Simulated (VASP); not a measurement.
# SnO in VASP: further runs, part 2 of 2

VASP 6.6.1. Earlier steps stand in the parts before.

## (4) Single point, LDA

This run uses another cell than the first one, of 17.77 Å³/atom.

The input, INCAR:

```
PREC = Accurate
ENCUT = 520
EDIFF = 1E-7
ISMEAR = -1
SIGMA = 0.05
LREAL = F
LASPH = T
NELM = 100
ALGO = Normal
ISIF = 2
LWAVE = F
LCHARG = T
GGA = CA
LELF = T
LVHAR = T
NBANDS = 28
```

The input, KPOINTS:

```
Automatic mesh
0
Gamma
  9 9 7
```

The input, POSCAR:

```
SnO
1.0
    3.8136952200      0.0000000000      0.0000000000
    0.0000000000      3.8136952200      0.0000000000
    0.0000000000      0.0000000000      4.8869133000
Sn O
2 2
Direct
    0.0000000000      0.5000000000      0.2558366744
    0.5000000000      0.0000000000      0.7646261400
    0.5000000000      0.5000000000      0.0000000000
    0.0000000000      0.0000000000      0.0000000000
```

On the command line:

```console
> cat potpaw_LDA.64/Sn_d/POTCAR potpaw_LDA.64/O/POTCAR > POTCAR
> mpirun -np 1 vasp_std > vasp.out
```

It took 2.1 min on 1 thread of Intel Xeon 8259CL, shared host; peak memory 0.22 GiB.

Results (log left out):

| Item | Value |
| --- | --- |
| Free energy | -25.6214 eV |
| Pressure | -5.9 GPa |
| Largest force | 1.314 eV/Å |
| Band gap on the k mesh | 0.03 eV (least direct gap 1.92 eV) |

Forces in eV/Å, atoms in the order of the input:
```
Sn   0.000  0.000 -1.314
Sn   0.000  0.000  0.691
O    0.000  0.000  0.311
O    0.000  0.000  0.311
```

Stress tensor (GPa, compression positive):
```
-5.36  0.00  0.00
 0.00 -5.36  0.00
 0.00  0.00 -6.96
```

Levels at points of the mesh, in eV from the valence-band top:
```csv
k point,band 16,band 17,band 18,band 19,band 20,band 21,band 22,band 23,band 24,band 25
"(0.00, 0.00, 0.00)",-5.96,-3.29,-2.85,-2.85,0.00,2.12,4.39,4.39,4.41,5.55
```

Caveat: the cell stands under tension; the smearing spreads over this small gap; semilocal functionals underestimate gaps, and a narrow one can read as zero; spin-orbit coupling is left out, which moves the levels of the heavy elements; forces of over 1 eV/Å act on the atoms, so gaps and moduli don't describe the material at rest.

## (5) Single point, LDA

This run uses another cell than the first one, of 18.30 Å³/atom.

The input, INCAR:

```
PREC = Accurate
ENCUT = 520
EDIFF = 1E-6
ISMEAR = -1
SIGMA = 0.05
LREAL = False
LASPH = True
NELM = 100
ALGO = Normal
ISIF = 2
LWAVE = False
LCHARG = False
NBANDS = 28
```

KPOINTS is that of step 4.

The input, POSCAR:

```
SnO
1.0
    3.8514570344      0.0000000000      0.0000000000
    0.0000000000      3.8514570344      0.0000000000
    0.0000000000      0.0000000000      4.9353017271
Sn O
2 2
Direct
    0.0000000000      0.5000000000      0.2353738600
    0.5000000000      0.0000000000      0.7646261400
    0.5000000000      0.5000000000      0.0000000000
    0.0000000000      0.0000000000      0.0000000000
```

Potentials or basis: VASP PAW LDA potentials, release 64 (Sn_d, O).

On the command line:

```console
> cat potpaw_LDA.64/Sn_d/POTCAR potpaw_LDA.64/O/POTCAR > POTCAR
> mpirun -np 1 vasp_std > vasp.out
```

OUTCAR:

```text
PREC = Accurate
   ENCUT = 520
   EDIFF = 1E-6
   ISMEAR = -1
   LREAL = False
   LASPH = True
   NELM = 100
   ISIF = 2

 ion  position               nearest neighbor table
   1  0.000  0.500  0.235-   3 2.25   4 2.25   4 2.25   3 2.25   2 3.58   2 3.58   2 3.58   2 3.58

   2  0.500  0.000  0.765-   3 2.25   4 2.25   3 2.25   4 2.25   1 3.58   1 3.58   1 3.58   1 3.58

   3  0.500  0.500  0.000-   1 2.25   2 2.25   2 2.25   1 2.25
   4  0.000  0.000  0.000-   1 2.25   2 2.25   1 2.25   2 2.25

  LATTYP: Found a simple tetragonal cell.
 ALAT       =     3.8514570344
 C/A-ratio  =     1.2814116016

  Lattice vectors:

 A1 = (   3.8514570344,   0.0000000000,   0.0000000000)
 A2 = (   0.0000000000,   3.8514570344,   0.0000000000)
 A3 = (   0.0000000000,   0.0000000000,   4.9353017271)

Analysis of symmetry for initial positions (statically):
=====================================================================
 Subroutine PRICEL returns:
 Original cell was already a primitive cell.

 Routine SETGRP: Setting up the symmetry group for a
 simple tetragonal supercell.

 Subroutine GETGRP returns: Found 16 space group operations
[... 172 lines left out ...]

 val. band max:        6.1904128586   @ k =   0.1111   0.0000   0.0000
 cond. band min:       6.6300640547   @ k =   0.4444   0.4444   0.0000
 fundamental gap:      0.4396511961
 Fermi energy:         6.4293014781

 k-point     1 :       0.0000    0.0000    0.0000
  band No.  band energies     occupation
      1     -15.4430      2.00000
      2     -15.0805      2.00000
      3     -15.0805      2.00000
      4     -15.0783      2.00000
      5     -15.0371      2.00000
      6     -15.0307      2.00000
[... 733 lines left out ...]
     27      14.5885      0.00000
     28      14.8795      0.00000

 [... further k-points ...]

------------------------ aborting loop because EDIFF is reached ----------------------------------------

  FORCE on cell =-STRESS in cart. coord.  units (eV):
  Direction    XX          YY          ZZ          XY          YZ          ZX
  --------------------------------------------------------------------------------------
  -------------------------------------------------------------------------------------
  Total       -2.6668367     -2.6668367     -2.1503340      0.0000000      0.0000000      0.0000000
  in kB      -58.3637486    -58.3637486    -47.0600819      0.0000000      0.0000000      0.0000000
  external PRESSURE =     -54.5958597 kB  Pullay stress =       0.0000000 kB

 VOLUME and BASIS-vectors are now :
 -----------------------------------------------------------------------------
  energy-cutoff  :      520.00
  volume of cell :       73.21
      direct lattice vectors                 reciprocal lattice vectors
     3.851457034  0.000000000  0.000000000     0.259641998  0.000000000  0.000000000
     0.000000000  3.851457034  0.000000000     0.000000000  0.259641998  0.000000000
     0.000000000  0.000000000  4.935301727     0.000000000  0.000000000  0.202621857

 POSITION                                       TOTAL-FORCE (eV/Angst)
 -----------------------------------------------------------------------------------
      0.00000      1.92573      1.16164         0.000000      0.000000     -0.515359
      1.92573      0.00000      3.77366        -0.000000      0.000000      0.515359
      1.92573      1.92573      0.00000         0.000000      0.000000      0.000000
      0.00000      0.00000      0.00000         0.000000     -0.000000      0.000000
 -----------------------------------------------------------------------------------
    total drift:                                0.000000      0.000000      0.000000

  FREE ENERGIE OF THE ION-ELECTRON SYSTEM (eV)
  ---------------------------------------------------
  free  energy   TOTEN  =       -25.6406080209 eV

  energy  without entropy=      -25.6404614582  energy(sigma->0) =      -25.64053474
```

stdout:

```text
POSCAR found type information on POSCAR SnO
 POSCAR found :  2 types and       4 ions
 scaLAPACK will be used
 LDA part: xc-table for (Slater(with rela. corr.)+CA(PZ))
 , standard interpolation
 POSCAR, INCAR and KPOINTS ok, starting setup
 FFT: planning ... GRIDC
 FFT: planning ... GRID_SOFT
 FFT: planning ... GRID
 WAVECAR not read
 entering main loop
```

It took 2.8 min on 1 thread of Intel Xeon 8259CL, shared host; peak memory 0.22 GiB.

Results:

```
Free energy            : -25.6406 eV
Pressure               : -5.5 GPa
Largest force          : 0.515 eV/Å
Band gap on the k mesh : 0.44 eV (least direct gap 1.95 eV)
```

Forces in eV/Å, atoms in the order of the input:
```
Sn   0.000  0.000 -0.515
Sn   0.000  0.000  0.515
O    0.000  0.000  0.000
O    0.000  0.000  0.000
```

Caveat: the cell stands under tension; semilocal functionals underestimate gaps, and a narrow one can read as zero; spin-orbit coupling is left out, which moves the levels of the heavy elements. A k mesh can miss the band edges.

## (6) Summary

| cell | gap on the mesh (eV) | pressure (GPa) | largest force (eV/Å) |
| --- | --- | --- | --- |
| a = 3.775, b = 3.775, c = 4.838 Å, 4 atoms, atomic positions A | 0.24 | -0.1 | 0.31 |
| a = 3.814, b = 3.814, c = 4.887 Å, 4 atoms, atomic positions A | 0.34 | -3.0 | 0.13 |
| a = 3.814, b = 3.814, c = 4.887 Å, 4 atoms, atomic positions B | 0.03 | -5.9 | 1.31 |
| a = 3.851, b = 3.851, c = 4.935 Å, 4 atoms, atomic positions A | 0.44 | -5.5 | 0.52 |

Alike in all rows: task single point; level LDA; potentials or basis VASP PAW LDA potentials, release 64 (Sn_d, O); no spin polarisation; k mesh 9 × 9 × 7; cutoff (eV) 520; smearing fermi-dirac 0.05 eV.

Caveats: semilocal functionals underestimate gaps, and a narrow one can read as zero; spin-orbit coupling is left out, which moves the levels of the heavy elements; the cell stands under tension (at least some runs); the smearing spreads over this small gap (at least some runs); forces of over 1 eV/Å act on the atoms, so gaps and moduli don't describe the material at rest (at least some runs).

Total energies depend on the potentials used, so only differences within one code and one set of settings carry meaning.

The gap in the log of VASP goes by the Fermi energy; the results here count the filled bands.